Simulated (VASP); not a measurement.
# BiSe4 (Im-3m) in VASP: notebook, part 2 of 2

VASP 6.6.1. The steps go on from the part before.

## 4. Single point, PBE

This run uses another cell than the first one, of 30.08 Å³/atom.

File INCAR:

```
SYSTEM = BiSe4
PREC     = Accurate       ! precision mode
ENCUT    = 520            ! plane-wave cutoff, eV
EDIFF    = 1E-7           ! SCF threshold, eV
ISMEAR   = 0              ! smearing method
SIGMA    = 0.1            ! smearing width, eV
LREAL    = .FALSE.        ! projectors in reciprocal space
LASPH    = .TRUE.         ! aspherical terms in the spheres
NELM     = 100            ! most SCF steps
ALGO     = Normal         ! electronic algorithm
ISIF     = 2              ! what is computed and relaxed
LWAVE    = .FALSE.        ! write WAVECAR
LCHARG   = .FALSE.        ! write CHGCAR
GGA      = PE             ! functional
NBANDS   = 28             ! bands
```

File KPOINTS:

```
Automatic mesh
0
G
  8 8 8
  0 0 0
```

File POSCAR:

```
BiSe4
1.0
   -3.3500060637      3.3500060637      3.3500060637
    3.3500060637     -3.3500060637      3.3500060637
    3.3500060637      3.3500060637     -3.3500060637
Bi Se
1 4
Direct
    0.0000000000      0.0000000000      0.0000000000
    0.5000000000      0.5000000000      0.5000000000
    0.0000000000      0.0000000000      0.5000000000
    0.0000000000      0.5000000000      0.0000000000
    0.5000000000      0.0000000000      0.0000000000
```

Potentials or basis: VASP PAW PBE potentials, release 64 (Bi_d, Se).

Started as:

```
$ cat potpaw_PBE.64/Bi_d/POTCAR potpaw_PBE.64/Se/POTCAR > POTCAR
$ mpirun -np 1 vasp_std > vasp.out
```

OUTCAR:

```text
SYSTEM = BiSe4
   PREC = Accurate
   ENCUT = 520
   EDIFF = 1E-7
   ISMEAR = 0
   LREAL = .FALSE.
   LASPH = .TRUE.
   NELM = 100
   ISIF = 2
   GGA = PE

 ion  position               nearest neighbor table
   1  0.000  0.000  0.000-   2 2.90   3 2.90   4 2.90   5 2.90   3 2.90   4 2.90   5 2.90   2 2.90

   2  0.500  0.500  0.500-   1 2.90   1 2.90
   3  0.000  0.000  0.500-   1 2.90   1 2.90
   4  0.000  0.500  0.000-   1 2.90   1 2.90
   5  0.500  0.000  0.000-   1 2.90   1 2.90

  LATTYP: Found a body centered cubic cell.
 ALAT       =     6.7000121274

  Lattice vectors:

 A1 = (  -3.3500060637,   3.3500060637,   3.3500060637)
 A2 = (   3.3500060637,  -3.3500060637,   3.3500060637)
 A3 = (   3.3500060637,   3.3500060637,  -3.3500060637)

Analysis of symmetry for initial positions (statically):
=====================================================================
 Subroutine PRICEL returns:
 Original cell was already a primitive cell.

 Routine SETGRP: Setting up the symmetry group for a
 body centered cubic supercell.

 Subroutine GETGRP returns: Found 48 space group operations
 (whereof 48 operations were pure point group operations)
 out of a pool of 48 trial point group operations.

The static configuration has the point symmetry O_h .

Analysis of symmetry for dynamics (positions and initial velocities):
=====================================================================
 Subroutine PRICEL returns:
 Original cell was already a primitive cell.

 Routine SETGRP: Setting up the symmetry group for a
 body centered cubic supercell.

 Subroutine GETGRP returns: Found 48 space group operations
 (whereof 48 operations were pure point group operations)
 out of a pool of 48 trial point group operations.

The dynamic configuration has the point symmetry O_h .

[... 122 lines left out ...]
   IMIX   =      4    mixing-type and parameters
     AMIX     =   0.40;   BMIX     =  1.00
     AMIX_MAG =   1.60;   BMIX_MAG =  1.00
  volume/ion in A,a.u.               =      30.08       202.97
  Fermi-wavevector in a.u.,A,eV,Ry     =   1.043993  1.972860 14.829271  1.089921
  Thomas-Fermi vector in A             =   2.178726
   LORBIT       =      0    0 simple, 1 ext, 2 COOP (PROOUT), +10 PAW based schemes
   GGA     = PE    functional components
   LHFCALC =     F    Hartree Fock is set to
   AEXX    =    0.0000 exact exchange contribution
   IVDW    =     0    specifies the selected vdW correction
   LEPSILON=     F    determine dielectric tensor
   LRPA    =     F    only Hartree local field effects (RPA)
 non-spin polarized calculation
 Gauss-broadening in eV      SIGMA  =   0.10
  energy-cutoff  :      520.00
  volume of cell :      150.38
 maximum number of plane-waves:      4124
 NGX is ok and might be reduce to    48
   NGX = 21   NGY = 21   NGZ = 21

 number of electron      39.0000004 magnetization

 Free energy of the ion-electron system (eV)
  ---------------------------------------------------
  ext. energy  EPLUGINS =         0.00000000
  ---------------------------------------------------
  free energy    TOTEN  =       -15.54262858 eV

  energy without entropy =      -15.51840846  energy(sigma->0) =      -15.53051852

 E-fermi :   2.7579     XC(G=0):  -8.8355

 val. band max:        2.7472115943   @ k =   0.1250   0.1250   0.0000
 cond. band min:       2.7612380369   @ k =   0.2500   0.2500   0.2500
 fundamental gap:      0.0140264427
 Fermi energy:         2.7578717203

 k-point     1 :       0.0000    0.0000    0.0000
  band No.  band energies     occupation
      1     -20.2919      2.00000
      2     -20.2919      2.00000
      3     -20.2919      2.00000
      4     -20.2577      2.00000
      5     -20.2577      2.00000
      6     -11.5594      2.00000
[... 733 lines left out ...]
     27       9.6969      0.00000
     28       9.9999      0.00000

 [... further k-points ...]

------------------------ aborting loop because EDIFF is reached ----------------------------------------

  FORCE on cell =-STRESS in cart. coord.  units (eV):
  Direction    XX          YY          ZZ          XY          YZ          ZX
  --------------------------------------------------------------------------------------
  -------------------------------------------------------------------------------------
  Total        0.0087197      0.0087197      0.0087197      0.0000000     -0.0000000     -0.0000000
  in kB        0.0928995      0.0928995      0.0928995      0.0000000     -0.0000000     -0.0000000
  external PRESSURE =       0.0928995 kB  Pullay stress =       0.0000000 kB

 VOLUME and BASIS-vectors are now :
 -----------------------------------------------------------------------------
  energy-cutoff  :      520.00
  volume of cell :      150.38
      direct lattice vectors                 reciprocal lattice vectors
    -3.350006064  3.350006064  3.350006064     0.000000000  0.149253461  0.149253461
     3.350006064 -3.350006064  3.350006064     0.149253461  0.000000000  0.149253461
     3.350006064  3.350006064 -3.350006064     0.149253461  0.149253461  0.000000000

 POSITION                                       TOTAL-FORCE (eV/Angst)
 -----------------------------------------------------------------------------------
      0.00000      0.00000      0.00000        -0.000000      0.000000      0.000000
      1.67500      1.67500      1.67500        -0.000000     -0.000000     -0.000000
      1.67500      1.67500     -1.67500        -0.000000     -0.000000      0.000000
      1.67500     -1.67500      1.67500         0.000000      0.000000      0.000000
     -1.67500      1.67500      1.67500        -0.000000      0.000000     -0.000000
 -----------------------------------------------------------------------------------
    total drift:                                0.000000      0.000000     -0.000000

  FREE ENERGIE OF THE ION-ELECTRON SYSTEM (eV)
  ---------------------------------------------------
  free  energy   TOTEN  =       -15.5426285796 eV

  energy  without entropy=      -15.5184084554  energy(sigma->0) =      -15.53051852
```

stdout:

```text
POSCAR found type information on POSCAR BiSe
 POSCAR found :  2 types and       5 ions
 scaLAPACK will be used
 LDA part: xc-table for (Slater+PW92), standard interpolation
 POSCAR, INCAR and KPOINTS ok, starting setup
 FFT: planning ... GRIDC
 FFT: planning ... GRID_SOFT
 FFT: planning ... GRID
 WAVECAR not read
 entering main loop
```

It took 3.3 min on 1 thread of Intel Xeon Platinum 8259CL at 2.50GHz (Skylake/Cascade Lake), shared host; peak memory 0.37 GiB.

What came out:

- Free energy: -15.5426 eV
- Pressure: 0.0 GPa
- Band gap on the k mesh: zero (an odd number of electrons rules out a gap without spin polarisation)

Caveat: spin-orbit coupling is left out, which moves the levels of the heavy elements.

## 5. Overview

```csv
cell,k mesh,gap on the mesh (eV),pressure (GPa)
"a = 5.713 Å, angles 109.5°, 5 atoms",4 × 4 × 4,none,2.7
"a = 5.820 Å, angles 109.5°, 5 atoms",4 × 4 × 4,none,-0.1
"a = 5.802 Å, angles 109.5°, 5 atoms",8 × 8 × 8,none,0.0
```

Alike in all rows: task single point; level PBE; potentials or basis VASP PAW PBE potentials, release 64 (Bi_d, Se); no spin polarisation; cutoff (eV) 520; smearing gaussian 0.1 eV.

Caveats: spin-orbit coupling is left out, which moves the levels of the heavy elements.

Total energies depend on the potentials used, so only differences within one code and one set of settings carry meaning.

The gap in the log of VASP goes by the Fermi energy; the results here count the filled bands.